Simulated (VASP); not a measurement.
Wanted: the native input for a VASP 6.6.1 run.

```
Task                   : single point
Functional             : PBE
Potentials or basis    : VASP PAW PBE potentials, release 64 (V_sv, N)
Cutoff                 : 600 eV
k mesh                 : 8 × 8 × 8
Occupations            : gaussian, width 0.1 eV
Spin                   : no spin polarisation
Dipole correction      : no
Further INCAR settings : ALGO = Normal; EDIFF = 1e-06; NBANDS = 16
```

The structure of VN lies in POSCAR:

```
VN
1.0
    0.0000000000      2.0920707581      2.0920707581
    2.0920707581      0.0000000000      2.0920707581
    2.0920707581      2.0920707581      0.0000000000
V N
1 1
Direct
    0.5000000000      0.5000000000      0.5000000000
    0.0000000000      0.0000000000      0.0000000000
```

One way to write it, as run:

INCAR

```
SYSTEM = VN
ALGO = Normal
EDIFF = 1E-6
ENCUT = 600
GGA = PE
GGA_COMPAT = .False.
ISIF = 2
ISMEAR = 0
LASPH = .True.
LCHARG = .True.
LELF = .True.
LREAL = .False.
LVHAR = .True.
LWAVE = .False.
NBANDS = 16
NELM = 120
PREC = Accurate
SIGMA = 0.1
```

KPOINTS

```
k-points
0
Gamma
  8 8 8
  0 0 0
```

Potentials or basis: VASP PAW PBE potentials, release 64 (V_sv, N).

The run is started by

```bash
$ cat potpaw_PBE.64/V_sv/POTCAR potpaw_PBE.64/N/POTCAR > POTCAR
$ mpirun -np 1 vasp_std > vasp.out
```

It gave:

The pressure is -13.4 GPa and the band gap on the k mesh is zero (band 9 reaches 11.83 eV, above the bottom of band 10 at 9.86 eV).

Caveat: the run has no spin polarisation, though such a crystal can be magnetic.

Run time: 4.1 s on 1 thread of Intel(R) Xeon(R) 6975P-C (Granite Rapids), with other jobs on the host, peak memory 0.14 GiB.
